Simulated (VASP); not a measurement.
Crystal: Pb.

```
Pb
1.0
     0.00000    3.41592    3.41592
     3.41592    0.00000    3.41592
     3.41592    3.41592    0.00000
Pb
2
Direct
  0.25000 0.25000 0.25000
  0.00000 0.00000 0.00000
```

Base run:

```yaml
Program: VASP 6.6.1
Functional: r2SCAN
Potentials_or_basis: VASP PAW PBE potentials, release 64 (Pb_d)
Cutoff: 520 eV
k_mesh: 7 × 7 × 7
Occupations: fermi-dirac, width 0.05 eV
Spin: no spin polarisation
```

Its results: band gap on the k mesh zero (band 14 reaches 4.78 eV, above the bottom of band 15 at 3.59 eV); pressure 1.8 GPa.

**Question.** The run is repeated on the same cell with these changes: functional from r2SCAN to LDA; potentials or basis from VASP PAW PBE potentials, release 64 (Pb_d) to VASP PAW LDA potentials, release 64 (Pb_d). What comes out?

**Answer.** Band gap on the k mesh zero (band 14 reaches 4.65 eV, above the bottom of band 15 at 3.50 eV); pressure -0.1 GPa.

Caveats: spin-orbit coupling is left out, which moves the levels of the heavy elements; the PAW data sets were made with another functional, which shifts forces and pressure a little (some runs).
